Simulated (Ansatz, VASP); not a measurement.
# TaN: VASP beside Ansatz

```
CELL_PARAMETERS angstrom
2.95746 0.00000 0.00000
-1.47873 2.56123 0.00000
0.00000 0.00000 2.90209
ATOMIC_POSITIONS crystal
Ta 0.33333 0.66667 0.50000
N 0.00000 0.00000 0.00000
```

Change from the starting cell: volume scaled by 1.02, crystal datasets.

Alike in both runs: task electric field gradients; functional PBEsol; k mesh 12 × 12 × 10; occupations fermi-dirac, width 0.02 eV; no spin polarisation.

```csv
,VASP,Ansatz
version,VASP 6.6.1,Ansatz 0.2.0
potentials or method,"VASP PAW PBE potentials, release 64 (Ta_pv, N), cutoff 520 eV","all-electron PAW with datasets made for the crystal, scalar-relativistic"
```

Ansatz gave:

- pressure (GPa): -11.2
- traceless stress, the component that is largest in VASP (GPa): -0.70
- size of Vzz on the site where it differs most (V/Å²): 60.6

Task: Which values does VASP return?

Result: Pressure (GPa): -10.7; traceless stress, the component that is largest in VASP (GPa): -0.58; size of Vzz on the site where it differs most (V/Å²): 21.9.

VASP's potentials were made for PBE, not for PBEsol. Ansatz ran all-electron here, and VASP with PAW potentials.

Neither program's run includes spin-orbit coupling.
